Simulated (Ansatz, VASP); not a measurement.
Si2BN in VASP and in Ansatz

```
Si B N
1.0
     5.48638    0.00000    0.00000
    -2.74319    4.75135    0.00000
     0.00000    0.00000    2.56176
Si B N
2 1 1
Direct
  0.33333 0.66667 0.00005
  0.66667 0.33333 0.99995
  0.00000 0.00000 0.50000
  0.00000 0.00000 0.00000
```

Alike in both runs: functional PBE; k mesh 6 × 6 × 4; occupations gaussian, width 0.1 eV; no spin polarisation.

Ansatz relaxed the structure, and its values are those at the end. VASP's run is a single point on that final structure, the one shown.

|  | VASP | Ansatz |
| --- | --- | --- |
| version | VASP 6.6.1 | Ansatz 0.2.0 |
| potentials or method | VASP PAW PBE potentials, release 64 (Si, B, N), cutoff 520 eV | scalar-relativistic, plane waves, PAW |
| valence electrons in the cell | 16 | 16 |

Ansatz gave:

- gap on the k mesh at the Fermi level (eV): none
- pressure (GPa): 0.0

Problem. Which values does VASP return?

Solution. gap on the k mesh at the Fermi level (eV): none; pressure (GPa): -0.2.

A gap of «none» marks a metal or a gap that the smearing closes. With one functional, cell and mesh, what is left measures potentials, basis and numerics.

The k mesh is coarse, so the values compare programs but aren't converged.
